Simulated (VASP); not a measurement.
Input of a VASP 6.6.1 run:

File INCAR:

```
SYSTEM = KBr
PREC = Accurate
ENCUT = 520
EDIFF = 1E-6
ISMEAR = 0
SIGMA = 0.05
LREAL = .False.
LASPH = .True.
NELM = 60
ALGO = Normal
ISIF = 2
LWAVE = .False.
LCHARG = .False.
GGA = PE
NBANDS = 15
```

File KPOINTS:

```
Automatic mesh
0
Gamma
  6 6 6
  0 0 0
```

The input POSCAR:

```
KBr
1.0
    0.0000000000      3.0291000000      3.5559000000
    3.0291000000      0.0000000000      3.5559000000
    3.0291000000      3.0291000000      0.0000000000
K Br
1 1
Direct
    0.0000000000      0.0000000000      0.0000000000
    0.5000000000      0.5000000000      0.5000000000
```

Potentials or basis: VASP PAW PBE potentials, release 64 (K_sv, Br).

Command:

```bash
$ cat potpaw_PBE.64/K_sv/POTCAR potpaw_PBE.64/Br/POTCAR > POTCAR
$ mpirun -np 1 vasp_std > vasp.out
```

**Question.** Predict the pressure.

**Answer.** 4.3 GPa.

**Question.** What does it give for the band gap on the k mesh?

**Answer.** 4.55 eV, direct.

Stress tensor (GPa, compression positive):
```
 6.68  0.00  0.00
 0.00  6.68  0.00
 0.00  0.00 -0.43
```

Caveat: the cell differs from its parent crystal (strain -0.080 along x and y, +0.080 along z).
